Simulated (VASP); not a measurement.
# CaAl15N15 (a cell with a defect) in VASP: single point with r2SCAN

Aim: the single point of CaAl15N15 (a cell with a defect) with r2SCAN.

Program: VASP 6.6.1. These are calculated values, not measurements. Logs are shortened: lines on timing, memory, paths and dates and some standing lists are left out, and cuts for length are marked.

**1. The cell of the first run**

The cell holds a defect, 31 atoms: a = 6.260 Å, b = 6.260 Å, c = 10.035 Å, α = 90.00°, β = 90.00°, γ = 120.00°.

**2. Single point, r2SCAN, collinear spin**

POSCAR

```
CaAl15N15
1.0
    6.2595139128      0.0000000578      0.0000000000
   -3.1297570064      5.4208980350      0.0000000000
    0.0000000000      0.0000000000     10.0348065929
Al Ca N
15 1 15
Direct
    0.3347825447      0.1642329909      0.2096984794
    0.3306698168      0.1687507198      0.7589887285
    0.1614070691      0.3375516843      0.9958954755
    0.3353241188      0.6726679917      0.2475814853
    0.1546871934      0.7955600896      0.5058306048
    0.3316316338      0.6664094304      0.7535840678
    0.1584613450      0.8273811448      0.9979058013
    0.8265891922      0.1639693572      0.2475942422
    0.7040141203      0.3450587090      0.5059145208
    0.8327671709      0.1677293682      0.7536216509
    0.6717244928      0.3406905287      0.9979949309
    0.8296483445      0.6694369567      0.2504496545
    0.6597460480      0.8394192082      0.5016525659
    0.8278222017      0.6718641431      0.7499592859
    0.6637919571      0.8352392898      1.0002842992
    0.1990934020      0.2993730571      0.4893077481
    0.1659311896      0.3336099453      0.1919964870
    0.3313663269      0.1678453140      0.9497063039
    0.1662387049      0.3329399914      0.7080832464
    0.3429842235      0.6898299460      0.4320015661
    0.1593080841      0.8262042612      0.1882442982
    0.3305943783      0.6723146441      0.9426235396
    0.1660584701      0.8373357709      0.6904876307
    0.8089547413      0.1561325637      0.4320080670
    0.6727767729      0.3396725841      0.1882936512
    0.8265114461      0.1682940250      0.9426300138
    0.6623006085      0.3338050718      0.6905021751
    0.8297228187      0.6698750944      0.4421173218
    0.6670387198      0.8322903172      0.1879802565
    0.8287049675      0.6705714654      0.9378898554
    0.6636954350      0.8357053350      0.6909724375
```

INCAR.step1

```
PREC = Accurate ; ENCUT = 520
ISMEAR = -1 ; SIGMA = 0.01
LREAL = Auto ; LASPH = True
NELM = 150 ; ISPIN = 2
MAGMOM = 0.01 0 0 0 0.01 0 0 0 0.01 0 0 0 0 0 0 0.05 0.01 0 0 0.04 0.02 0 0.02 0.04 0.02 0 0.02 0.07 0 0 0 ; NUPDOWN = 1.0
NBANDS = 90 ; NELECT = 129.0
GGA = PE ; ALGO = Normal
EDIFF = 1E-4 ; LWAVE = True
LCHARG = False
```

INCAR.step2

```
PREC = Accurate ; ENCUT = 520
EDIFF = 1E-6 ; ISMEAR = -1
SIGMA = 0.01 ; LREAL = Auto
LASPH = True ; NELM = 150
ALGO = Normal ; ISIF = 2
LWAVE = False ; LCHARG = False
ISPIN = 2 ; MAGMOM = 0.01 0 0 0 0.01 0 0 0 0.01 0 0 0 0 0 0 0.05 0.01 0 0 0.04 0.02 0 0.02 0.04 0.02 0 0.02 0.07 0 0 0
LORBIT = 11 ; NUPDOWN = 1.0
METAGGA = R2SCAN ; LMIXTAU = True
NBANDS = 90 ; NELECT = 129.0
ISTART = 1
```

KPOINTS

```
Automatic mesh
0
Gamma
  1 1 1
  0.25 0.25 0.25
```

Potentials or basis: VASP PAW PBE potentials, release 64 (Al, Ca_sv, N).

Run with:

```
cat potpaw_PBE.64/Al/POTCAR potpaw_PBE.64/Ca_sv/POTCAR potpaw_PBE.64/N/POTCAR > POTCAR
cp INCAR.step1 INCAR
mpirun -np 1 vasp_std > vasp.out
cp INCAR.step2 INCAR
mpirun -np 1 vasp_std > vasp.out
```

OUTCAR:

```text
PREC = Accurate
   ENCUT = 520
   EDIFF = 1E-6
   ISMEAR = -1
   LREAL = Auto
   LASPH = True
   NELM = 150
   ISIF = 2
   ISPIN = 2
   LORBIT = 11
   NUPDOWN = 1.0
   METAGGA = R2SCAN
   NELECT = 129.0
   ISTART = 1

 ion  position               nearest neighbor table
   1  0.335  0.164  0.210-  17 1.84  25 1.85  21 1.85  11 2.80   7 2.80   3 2.85   4 3.10   8 3.10
                            12 3.16  12 3.16  16 3.17   8 3.20   4 3.20
   2  0.331  0.169  0.759-  19 1.85  18 1.91  23 1.92  27 1.92   3 3.00  11 3.03   7 3.03  16 3.06
                             6 3.11  10 3.11  14 3.13  14 3.13  10 3.15   6 3.15   9 3.25   5 3.25
   3  0.161  0.338  0.996-  22 1.89  26 1.89  18 1.90  17 1.97   1 2.85   2 3.00  10 3.01   6 3.02
                            11 3.08   7 3.08   8 3.11   4 3.11  15 3.13  15 3.13   7 3.18  11 3.18
   4  0.335  0.673  0.248-  20 1.85  21 1.88  29 1.90  17 1.92  15 3.05   5 3.08   8 3.08   7 3.08
                            13 3.10   1 3.10  12 3.10   3 3.11  12 3.16  16 3.17   8 3.18   1 3.20
   5  0.155  0.796  0.506-  20 1.78  23 1.87  28 1.89   9 2.82   6 2.99  16 3.03  14 3.03  13 3.03
                             4 3.08  12 3.12  13 3.24   2 3.25  16 3.26
   6  0.332  0.666  0.754-  19 1.86  22 1.90  31 1.91  23 1.93   5 2.99   3 3.02   7 3.05  15 3.06
                            14 3.09  13 3.09   2 3.11  10 3.12  10 3.14   2 3.15  14 3.17
   7  0.158  0.827  0.998-  22 1.86  30 1.89  18 1.91  21 1.91   1 2.80   2 3.03  11 3.05   6 3.05
                            14 3.07   3 3.08   4 3.08  12 3.10  15 3.12  15 3.14   3 3.18  11 3.21
   8  0.827  0.164  0.248-  24 1.85  25 1.88  29 1.90  17 1.92  15 3.06   4 3.08   9 3.08  11 3.08
                            13 3.10   1 3.10  12 3.11   3 3.11  12 3.15  16 3.17   4 3.18   1 3.20
   9  0.704  0.345  0.506-  24 1.78  27 1.87  28 1.89   5 2.82  10 2.99  16 3.03  14 3.03  13 3.04
                             8 3.08  12 3.12  13 3.24   2 3.25  16 3.26
  10  0.833  0.168  0.754-  19 1.86  26 1.90  31 1.91  27 1.93   9 2.99   3 3.01  11 3.05  15 3.06
                            14 3.09  13 3.09   2 3.11   6 3.12   6 3.14   2 3.15  14 3.17
  11  0.672  0.341  0.998-  26 1.86  30 1.89  18 1.91  25 1.91   1 2.80   2 3.03   7 3.05  10 3.05
                            14 3.07   3 3.08   8 3.08  12 3.10  15 3.12  15 3.14   3 3.18   7 3.21
  12  0.830  0.669  0.250-  29 1.87  21 1.89  25 1.89  28 1.92  15 3.09  11 3.10   7 3.10   4 3.10
                             8 3.11   9 3.12   5 3.12  13 3.12   8 3.15   4 3.16   1 3.16   1 3.16
  13  0.660  0.839  0.502-  24 1.85  20 1.85  31 1.90  28 1.94   5 3.03   9 3.04  14 3.09   6 3.09
                            10 3.09   4 3.10   8 3.10  12 3.12  16 3.16  16 3.16   9 3.24   5 3.24
  14  0.828  0.672  0.750-  31 1.87  30 1.89  27 1.93  23 1.93   9 3.03   5 3.03   7 3.07  11 3.07
                            15 3.08  13 3.09  10 3.09   6 3.09   2 3.13   2 3.13   6 3.17  10 3.17
  15  0.664  0.835  0.000-  29 1.88  30 1.89  26 1.90  22 1.90   4 3.05   8 3.06   6 3.06  10 3.06
                            14 3.08  12 3.09  11 3.12   7 3.12   3 3.13   3 3.13   7 3.14  11 3.14
  16  0.199  0.299  0.489-  24 2.22  20 2.22  19 2.22   5 3.03   9 3.03   2 3.06  13 3.16  13 3.16
                             1 3.17   8 3.17   4 3.17   9 3.26   5 3.26
  17  0.166  0.334  0.192-   1 1.84   4 1.92   8 1.92   3 1.97
  18  0.331  0.168  0.950-   3 1.90  11 1.91   7 1.91   2 1.91
  19  0.166  0.333  0.708-   2 1.85   6 1.86  10 1.86  16 2.22
  20  0.343  0.690  0.432-   5 1.78   4 1.85  13 1.85  16 2.22
  21  0.159  0.826  0.188-   1 1.85   4 1.88  12 1.89   7 1.91
  22  0.331  0.672  0.943-   7 1.86   3 1.89  15 1.90   6 1.90
  23  0.166  0.837  0.690-   5 1.87   2 1.92  14 1.93   6 1.93
  24  0.809  0.156  0.432-   9 1.78   8 1.85  13 1.85  16 2.22
  25  0.673  0.340  0.188-   1 1.85   8 1.88  12 1.89  11 1.91
  26  0.827  0.168  0.943-  11 1.86   3 1.89  15 1.90  10 1.90
  27  0.662  0.334  0.691-   9 1.87   2 1.92  14 1.93  10 1.93
  28  0.830  0.670  0.442-   9 1.89   5 1.89  12 1.92  13 1.94
  29  0.667  0.832  0.188-  12 1.87  15 1.88   8 1.90   4 1.90
  30  0.829  0.671  0.938-  14 1.89   7 1.89  11 1.89  15 1.89
  31  0.664  0.836  0.691-  14 1.87  13 1.90  10 1.91   6 1.91

  LATTYP: Found a hexagonal cell.
 ALAT       =     6.2595139128
 C/A-ratio  =     1.6031287306

  Lattice vectors:

 A1 = (   6.2595139128,   0.0000000578,   0.0000000000)
 A2 = (  -3.1297570064,   5.4208980350,   0.0000000000)
 A3 = (   0.0000000000,   0.0000000000,  10.0348065929)

Analysis of symmetry for initial positions (statically):
=====================================================================
 Subroutine PRICEL returns:
 Original cell was already a primitive cell.

 Routine SETGRP: Setting up the symmetry group for a
 hexagonal supercell.

 Subroutine GETGRP returns: Found  1 space group operations
 (whereof  1 operations were pure point group operations)
 out of a pool of 24 trial point group operations.

The static configuration has the point symmetry C_1 .

Analysis of symmetry for dynamics (positions and initial velocities):
=====================================================================
 Subroutine PRICEL returns:
 Original cell was already a primitive cell.

 Routine SETGRP: Setting up the symmetry group for a
 hexagonal supercell.

 Subroutine GETGRP returns: Found  1 space group operations
 (whereof  1 operations were pure point group operations)
 out of a pool of 24 trial point group operations.

[... 160 lines left out ...]
   ISYM   =      2    0-nonsym 1-usesym 2-fastsym
   POTIM  = 0.5000    time-step for ionic-motion
   TEBEG  =    0.0;   TEEND  =   0.0 temperature during run
   PSTRESS=    0.0 pullay stress
   NELECT =     129.0000    total number of electrons
   NUPDOWN=       1.0000    fix difference up-down
   EMIN   =  10.00;   EMAX   =-10.00  energy-range for DOS
   EFERMI =   0.00;   METHOD = LEGACY
   ISMEAR =    -1;   SIGMA  =   0.01  broadening in eV -4-tet -1-fermi 0-gaus
   EFERMI_NEDOS =   21; number of points for ismear=-14 and -15
   IALGO  =     38    algorithm
   IMIX   =      4    mixing-type and parameters
     AMIX     =   0.40;   BMIX     =  1.00
     AMIX_MAG =   1.60;   BMIX_MAG =  1.00
  volume/ion in A,a.u.               =      10.98        74.12
  Fermi-wavevector in a.u.,A,eV,Ry     =   1.184580  2.238532 19.092105  1.403230
  Thomas-Fermi vector in A             =   2.320791
   LORBIT       =     11    0 simple, 1 ext, 2 COOP (PROOUT), +10 PAW based schemes
   METAGGA = R2SCAN    functional components
   LHFCALC =     F    Hartree Fock is set to
   AEXX    =    0.0000 exact exchange contribution
   IVDW    =     0    specifies the selected vdW correction
   LEPSILON=     F    determine dielectric tensor
   LRPA    =     F    only Hartree local field effects (RPA)
 spin polarized calculation
  energy-cutoff  :      520.00
  volume of cell :      340.50
 maximum number of plane-waves:      9148
 NGX is ok and might be reduce to    48
   NGX = 23   NGY = 23   NGZ = 37

 number of electron     129.0000002 magnetization       1.0000000

 Free energy of the ion-electron system (eV)
  ---------------------------------------------------
  ext. energy  EPLUGINS =         0.00000000
  ---------------------------------------------------
  free energy    TOTEN  =      -301.81089446 eV

  energy without entropy =     -301.81089446  energy(sigma->0) =     -301.81089446

 E-fermi :   6.0161     XC(G=0): -11.2235

 val. band max:        6.8764310183   @ k =  -0.2500  -0.2500   0.2500
 cond. band min:       8.3577958265   @ k =  -0.2500   0.5000   0.2500
 fundamental gap:      1.4813648082
 Fermi energy:         7.1135213862

 spin component 1

 k-point     1 :       0.2500    0.2500    0.2500
  band No.  band energies     occupation
      1     -33.6680      1.00000
      2     -14.1352      1.00000
      3     -14.1074      1.00000
      4     -14.0269      1.00000
      5      -9.7976      1.00000
      6      -9.4669      1.00000
[... 463 lines left out ...]
     75      12.7485      0.00000
     76      12.8565      0.00000
 Fermi energy:         6.0161044069

 spin component 2

 k-point     1 :       0.2500    0.2500    0.2500
  band No.  band energies     occupation
      1     -33.5862      1.00000
      2     -14.0739      1.00000
      3     -14.0100      1.00000
      4     -13.9434      1.00000
      5      -9.7773      1.00000
      6      -9.4355      1.00000
[... 463 lines left out ...]
     75      12.7630      0.00000
     76      12.8782      0.00000
 [bands above 76 left out]

------------------------ aborting loop because EDIFF is reached ----------------------------------------

  FORCE on cell =-STRESS in cart. coord.  units (eV):
  Direction    XX          YY          ZZ          XY          YZ          ZX
  --------------------------------------------------------------------------------------
  -------------------------------------------------------------------------------------
  Total       -8.8693934    -10.2873894     -3.7109763     -1.2457334      0.5079863     -0.8157395
  in kB      -41.7333880    -48.4055219    -17.4613538     -5.8615818      2.3902411     -3.8383202
  external PRESSURE =     -35.8667546 kB  Pullay stress =       0.0000000 kB

 VOLUME and BASIS-vectors are now :
 -----------------------------------------------------------------------------
  energy-cutoff  :      520.00
  volume of cell :      340.50
      direct lattice vectors                 reciprocal lattice vectors
     6.259513913  0.000000058  0.000000000     0.159756813  0.092235641  0.000000000
    -3.129757006  5.420898035  0.000000000    -0.000000002  0.184471279  0.000000000
     0.000000000  0.000000000 10.034806593     0.000000000  0.000000000  0.099653141

 POSITION                                       TOTAL-FORCE (eV/Angst)
 -----------------------------------------------------------------------------------
      1.58157      0.89029      2.10428         0.159991     -0.093905     -0.235600
      1.54168      0.91478      7.61631         0.107252     -0.054056     -0.001203
     -0.04612      1.82983      9.99362        -0.139177      0.081594     -0.045761
     -0.00632      3.64646      2.48443         0.119038     -0.038216      0.040834
     -1.52164      4.31265      5.07591         0.065801      0.016996      0.174049
     -0.00985      3.61254      7.56207         0.084708     -0.091533      0.030437
[... 23 lines left out ...]
      3.08856      3.63510      9.41154         0.177821     -0.111111     -0.012144
      1.53886      4.53027      6.93377        -0.172695      0.099462     -0.120351
 -----------------------------------------------------------------------------------
    total drift:                               -0.004067      0.002542      0.028674

  FREE ENERGIE OF THE ION-ELECTRON SYSTEM (eV)
  ---------------------------------------------------
  free  energy   TOTEN  =      -301.8108944622 eV

  energy  without entropy=     -301.8108944622  energy(sigma->0) =     -301.81089446

 total charge

# of ion       s       p       d       tot
------------------------------------------
    1        0.395   0.431   0.000   0.826
    2        0.367   0.434   0.000   0.801
    3        0.366   0.425   0.000   0.792
    4        0.369   0.442   0.000   0.811
    5        0.394   0.442   0.000   0.836
    6        0.369   0.436   0.000   0.806
[... 23 lines left out ...]
   30        1.236   2.650   0.000   3.886
   31        1.236   2.639   0.000   3.875
--------------------------------------------------
tot         26.273  52.023   0.402  78.698

 magnetization (x)

# of ion       s       p       d       tot
------------------------------------------
    1        0.002   0.014   0.000   0.017
    2        0.000  -0.000   0.000  -0.000
    3        0.000   0.000   0.000   0.000
    4       -0.000  -0.000   0.000  -0.000
    5        0.008   0.024   0.000   0.032
    6        0.000   0.000   0.000   0.000
[... 23 lines left out ...]
   30        0.000   0.003   0.000   0.003
   31       -0.000  -0.001   0.000  -0.001
--------------------------------------------------
tot          0.043   0.282   0.045   0.370
```

Wall time 15 min (1 thread of Intel Xeon 6975P-C (Granite Rapids), shared host); peak memory 0.79 GiB.

What came out:

* Free energy: -301.8109 eV
* Largest force: 0.326 eV/Å
* Net moment: 1.00 μB per cell
* Site moments: Al +0.02, -0.00, +0.00, +0.03 (each value once); Ca +0.07; N +0.01, -0.00, +0.00, +0.05, +0.02, +0.03 (each value once) μB
* Valence electrons inside the program's atomic spheres: Al 0.83, 0.80, 0.79, 0.81, 0.84, 0.82 (each value once); Ca 8.35; N 3.85, 3.87, 3.90, 3.89, 3.88 (each value once)

Forces on the atoms (eV/Å):
```
Al   0.160 -0.094 -0.236
Al   0.107 -0.054 -0.001
Al  -0.139  0.082 -0.046
Al   0.119 -0.038  0.041
Al   0.066  0.017  0.174
Al   0.085 -0.092  0.030
Al  -0.090  0.078 -0.008
Al   0.097 -0.083  0.037
Al   0.017 -0.072  0.169
Al   0.123 -0.027  0.026
Al  -0.112  0.044 -0.022
Al   0.110 -0.060 -0.061
Al  -0.157  0.082 -0.021
Al   0.140 -0.083  0.044
Al  -0.129  0.073  0.003
Ca  -0.132  0.093 -0.284
N   -0.171  0.073  0.136
N    0.193 -0.116  0.064
N   -0.187  0.111  0.241
N    0.187  0.001  0.033
N   -0.109  0.226 -0.056
N    0.203 -0.112 -0.018
N   -0.141  0.025  0.048
N    0.089 -0.156  0.030
N   -0.246 -0.003 -0.057
N    0.208 -0.099 -0.014
N   -0.095  0.084  0.054
N   -0.019  0.010 -0.142
N   -0.181  0.100 -0.033
N    0.178 -0.111 -0.012
N   -0.173  0.099 -0.120
```

Caveat: the k points lie up to 0.58 Å⁻¹ apart; the cell carries a net charge on a neutralising background, which shifts energy and pressure; the cell is charged against a uniform background, so pressure and absolute levels hang on convention; the PAW data sets were made with another functional, which shifts forces and pressure a little; the total moment is fixed, so each spin has its own Fermi level and the state may be an excited one.
